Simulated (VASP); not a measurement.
A run of VASP 6.6.1 is set up as follows.

INCAR

```
SYSTEM = Ge
PREC = Accurate
ENCUT = 520
EDIFF = 1E-6
ISMEAR = 0
SIGMA = 0.15
LREAL = .FALSE.
LASPH = .TRUE.
NELM = 80
ALGO = Normal
ISIF = 2
LWAVE = .FALSE.
LCHARG = .FALSE.
GGA = PS
NBANDS = 21
```

KPOINTS

```
regular mesh
0
G
  18 18 10
  0 0 0
```

The input POSCAR:

```
Ge
1.0
    1.5103737189     -2.6336099541      0.0000000000
    1.5103737189      2.6336099541      0.0000000000
    0.0000000000      0.0000000000      4.7275957900
Ge
2
Direct
    0.6665533700      0.3334466300      0.2500000000
    0.3334466300      0.6665533700      0.7500000000
```

Potentials or basis: VASP PAW PBE potentials, release 64 (Ge_d).

Run with:

```console
$ cat potpaw_PBE.64/Ge_d/POTCAR > POTCAR
$ mpirun -np 1 vasp_std > vasp.out
```

(1) What does it give for the pressure?

(2) Predict the largest force.

Answers

(1) -1.6 GPa.

(2) 0.003 eV/Å.

Caveat: the cell differs from its parent crystal (strain +0.0150 x Voigt [1, 1, 0, 0, 0, 0]); the PAW data sets were made with another functional, which shifts forces and pressure a little.
